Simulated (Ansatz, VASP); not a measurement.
Re: VASP beside Ansatz

The input INCAR:

```
SYSTEM = Re
AGGAC    = 1.0          
AGGAX    = 1.0          
ALDAC    = 0.0          
ALDAX    = 1.0          
ALGO     = Normal         ! electronic algorithm
EDIFF    = 1E-6           ! SCF threshold, eV
ENCUT    = 520            ! plane-wave cutoff, eV
GGA      = B5             ! functional
ISIF     = 2              ! what is computed and relaxed
ISMEAR   = -1             ! smearing method
LASPH    = .TRUE.         ! aspherical terms in the spheres
LCHARG   = .TRUE.         ! write CHGCAR
LELF     = .TRUE.         ! ELF
LREAL    = .FALSE.        ! projectors in reciprocal space
LVHAR    = .TRUE.       
LWAVE    = .FALSE.        ! write WAVECAR
NBANDS   = 18             ! bands
NELM     = 60             ! most SCF steps
PREC     = Accurate       ! precision mode
SIGMA    = 0.1            ! smearing width, eV
```

KPOINTS

```
k-points
0
G
  9 9 13
  0 0 0
```

Contents of POSCAR:

```
Re
1.0
    4.4906469804      0.0000000000      0.0000000000
   -2.2453234902      3.8890143644      0.0000000000
    0.0000000000      0.0000000000      2.8240282545
Re
3
Direct
    1.0000000000      1.0000000000      1.0000000000
    0.3333333333      0.6666666667      0.5000000000
    0.6666666667      0.3333333333      0.5000000000
```

Input for Ansatz:

```yaml
crystal:
  lattice:
    - [4.4906469804, 0.0, 0.0]
    - [-2.2453234902, 3.8890143644, 0.0]
    - [0.0, 0.0, 2.8240282545]
  atoms:
    - { symbol: Re, position: [1.0, 1.0, 1.0] }
    - { symbol: Re, position: [0.3333333333, 0.6666666667, 0.5] }
    - { symbol: Re, position: [0.6666666667, 0.3333333333, 0.5] }
hamiltonian:
  xc: blyp
  pseudopotentials:
    kind: paw
    azcp:
      Re: "pseudopotentials/Re.paw.azcp"
basis:
  ecutwfc: 420
  fft_grid_basis: typed
kpoints:
  mp_grid: { grid: [9, 9, 13], shift: [0, 0, 0] }
magnetization:
  spin_polarized: false
scf:
  occupations: { method: fermi_dirac, width: 0.1 }
  lower_state_search: "off"
output:
  stress: true
  write_density: true
  write_potential: true
  elf: true
  volumetric_format: npy
```

Alike in both runs: task single point; functional BLYP; k mesh 9 × 9 × 13; occupations fermi-dirac, width 0.1 eV; no spin polarisation.

|  | VASP | Ansatz |
| --- | --- | --- |
| version | VASP 6.6.1 | Ansatz 0.2.0 |
| potentials or method | VASP PAW PBE potentials, release 64 (Re), cutoff 520 eV | plane waves (420 eV) with PAW, scalar-relativistic |
| valence electrons in the cell | 21 | 45 |

Ansatz gave:

| Quantity | Value |
| --- | --- |
| pressure (GPa) | -11.1 |
| traceless stress, the component that is largest in VASP (GPa) | 0.69 |

Task: Estimate VASP's values.

Result: Pressure (GPa): -10.0; traceless stress, the component that is largest in VASP (GPa): 0.92.

VASP's potentials were made for PBE, not for BLYP. With one functional, cell and mesh, what is left measures potentials, basis and numerics. VASP's potentials hold 21 valence electrons a cell and Ansatz's 45, so a difference there can come from the potentials and not from the codes.

Spin-orbit coupling is off throughout.
